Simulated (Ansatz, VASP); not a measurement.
**Two plane-wave programs on Cr**

```xyz
4
Lattice="2.7140 0.0000 0.0000 1.3570 2.3504 0.0000 0.0000 0.0000 8.8200" Properties=species:S:1:pos:R:3 pbc="T T T"
Cr    2.7140    1.5669    1.1025
Cr    2.7140    1.5669    5.5125
Cr    1.3570    0.7835    3.3075
Cr    1.3570    0.7835    7.7175
```

Alike in both runs: task single point; functional LDA; k mesh 11 × 11 × 3; occupations fermi-dirac, width 0.03 eV; collinear spin.

```csv
,VASP,Ansatz
version,VASP 6.6.1,Ansatz 0.2.0
potentials or method,"VASP PAW LDA potentials, release 64 (Cr_pv)","PAW with Ansatz's default frozen-core files, scalar-relativistic"
plane-wave cutoff (eV),520,420
valence electrons in the cell,48,56
```

```tsv
	VASP	Ansatz	Ansatz less VASP
net moment per atom (μB)	0.28	0.68	+0.403
size of the moment on the site where the two differ most (μB)	0.26	0.62	+0.363
```

The net moments are unlike, so the other rows may belong to different states. LDA's correlation is that of Perdew and Zunger in VASP and of Perdew and Wang (1992) in Ansatz. Site moments also hang on the region over which each program counts them. VASP's potentials hold 48 valence electrons a cell and Ansatz's 56, so a difference there can come from the potentials and not from the codes.
